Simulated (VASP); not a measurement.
Input of a VASP 6.6.1 run:

Contents of INCAR:

```
PREC     = Accurate       # precision mode
ENCUT    = 520            # plane-wave cutoff, eV
EDIFF    = 1E-6           # SCF threshold, eV
ISMEAR   = 0              # smearing method
SIGMA    = 0.05           # smearing width, eV
LREAL    = F              # projectors in reciprocal space
LASPH    = T              # aspherical terms in the spheres
NELM     = 80             # most SCF steps
ALGO     = Normal         # electronic algorithm
ISIF     = 2              # what is computed and relaxed
LWAVE    = F              # write WAVECAR
LCHARG   = F              # write CHGCAR
GGA      = CA             # functional
NBANDS   = 16             # bands
```

Contents of KPOINTS:

```
Automatic mesh
0
Gamma
  12 12 4
```

POSCAR

```
BN
1.0
    2.3959750160     -0.0210490019      0.1693218674
   -1.2162164784      2.1969659510      0.0100609409
    0.4420810351      0.2855673082      6.7598446420
B N
2 2
Direct
    0.3056857222      0.6271604204      0.2439122295
    0.6581866359      0.3553389996      0.7534787082
    0.3337849648      0.6729806505      0.7449403346
    0.7023426771      0.3445199295      0.2576687277
```

Potentials or basis: VASP PAW LDA potentials, release 64 (B, N).

Command:

```console
$ cat potpaw_LDA.64/B/POTCAR potpaw_LDA.64/N/POTCAR > POTCAR
$ mpirun -np 1 vasp_std > vasp.out
```

**Question.** Predict the pressure.

**Answer.** 17.7 GPa.

**Question.** Estimate the band gap on the k mesh.

**Answer.** 3.06 eV (least direct gap 3.71 eV).

Stress tensor (GPa, compression positive):
```
58.19 15.94  1.51
15.94 -3.81 -2.42
 1.51 -2.42 -1.31
```

Caveat: the cell differs from its parent crystal (atoms moved at random and the cell strained at random); the cell stands under pressure; forces of over 1 eV/Å act on the atoms, so gaps and moduli don't describe the material at rest. A k mesh can miss the band edges.
